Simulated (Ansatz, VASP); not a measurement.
## Two plane-wave programs on C

Contents of POSCAR:

```
C
1.0
    2.4559134450      0.0000000000      0.0000000000
   -1.2279567225      2.1268834329      0.0000000000
    0.0000000000      0.0000000000      7.0106290262
C
4
Direct
    1.0000000000      1.0000000000      0.2500000000
    0.0000000000      0.0000000000      0.7500000000
    0.3333333333      0.6666666667      0.2500000000
    0.6666666667      0.3333333333      0.7500000000
```

File INCAR.step1:

```
SYSTEM = C
  ALGO = Normal
  EDIFF = 1E-4
  ENCUT = 520
  GGA = PE
  ISMEAR = -1
  LASPH = .TRUE.
  LCHARG = .FALSE.
  LREAL = .FALSE.
  LWAVE = .TRUE.
  NBANDS = 16
  NELM = 60
  PREC = Accurate
  SIGMA = 0.05
```

INCAR.step2

```
SYSTEM = C
  ALGO = Normal
  EDIFF = 1E-6
  ENCUT = 520
  ISIF = 2
  ISMEAR = -1
  ISTART = 1
  LASPH = .TRUE.
  LCHARG = .FALSE.
  LMIXTAU = .TRUE.
  LREAL = .FALSE.
  LWAVE = .FALSE.
  METAGGA = R2SCAN
  NBANDS = 16
  NELM = 60
  PREC = Accurate
  SIGMA = 0.05
```

File KPOINTS:

```
k-points
0
G
  15 15 5
  0 0 0
```

Input for Ansatz:

```yaml
crystal:
  lattice:
    - [2.455913445, 0.0, 0.0]
    - [-1.2279567225, 2.1268834329, 0.0]
    - [0.0, 0.0, 7.0106290262]
  atoms:
    - { symbol: C, position: [1.0, 1.0, 0.25] }
    - { symbol: C, position: [0.0, 0.0, 0.75] }
    - { symbol: C, position: [0.3333333333, 0.6666666667, 0.25] }
    - { symbol: C, position: [0.6666666667, 0.3333333333, 0.75] }
hamiltonian:
  xc: r2scan
  pseudopotentials:
    kind: paw
    azcp:
      C: "pseudopotentials/C.paw.azcp"
basis:
  ecutwfc: 600
  fft_grid_basis: typed
kpoints:
  mp_grid: { grid: [15, 15, 5], shift: [0, 0, 0] }
magnetization:
  spin_polarized: false
scf:
  occupations: { method: fermi_dirac, width: 0.05 }
  lower_state_search: "off"
output:
  stress: true
```

Alike in both runs: task single point; functional r2SCAN; k mesh 15 × 15 × 5; occupations fermi-dirac, width 0.05 eV; no spin polarisation.

|  | VASP | Ansatz |
| --- | --- | --- |
| version | VASP 6.6.1 | Ansatz 0.2.0 |
| potentials or method | VASP PAW PBE potentials, release 64 (C), cutoff 520 eV | plane waves (600 eV) with PAW, scalar-relativistic |
| valence electrons in the cell | 16 | 16 |

|  | VASP | Ansatz | Ansatz less VASP |
| --- | --- | --- | --- |
| pressure (GPa) | 0.7 | 0.0 | -0.69 |
| traceless stress, the component that is largest in VASP (GPa) | -0.68 | 0.11 | +0.797 |

VASP's potentials were made for PBE, not for r2SCAN. With one functional, cell and mesh, what is left measures potentials, basis and numerics.
